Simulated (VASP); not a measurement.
Wanted: the native input for a VASP 6.6.1 run.

```yaml
Task: single point
Functional: LDA
Potentials_or_basis: VASP PAW LDA potentials, release 64 (Se)
Cutoff: 520 eV
k_mesh: 12 × 12 × 9
Occupations: fermi-dirac, width 0.1 eV
Spin: no spin polarisation
Dipole_correction: no
Further_INCAR_settings: ALGO = Normal; EDIFF = 1e-06; NBANDS = 13
```

The structure of Se lies in POSCAR:

```
Se
1.0
    3.5781388251      0.0000000000      0.0000000000
   -1.7890694126      3.0987591208      0.0000000000
    0.0000000000      0.0000000000      3.8638419247
Se
2
Direct
    0.3333333333      0.6666666667      0.2500000000
    0.6666666667      0.3333333333      0.7500000000
```

This isn't the form of Se at room conditions, which is trigonal, of chains.

The input as run:

INCAR

```
SYSTEM = Se
PREC = Accurate ; ENCUT = 520
EDIFF = 1E-6 ; ISMEAR = -1
SIGMA = 0.1 ; LREAL = .FALSE.
LASPH = .TRUE. ; NELM = 80
ALGO = Normal ; ISIF = 2
LWAVE = .FALSE. ; LCHARG = .FALSE.
NBANDS = 13
```

KPOINTS

```
regular mesh
0
G
  12 12 9
  0 0 0
```

Potentials or basis: VASP PAW LDA potentials, release 64 (Se).

Run with:

```sh
$ cat potpaw_LDA.64/Se/POTCAR > POTCAR
$ mpirun -np 1 vasp_std > vasp.out
```

It gave:

```yaml
Pressure: -3.0 GPa
Band_gap_on_the_k_mesh: zero (bands 6 and 7 overlap by 2.68 eV)
```

Run time: 35 s on 1 thread of Intel(R) Xeon(R) Platinum 8559C (Emerald Rapids), with other jobs on the host, peak memory 0.16 GiB.
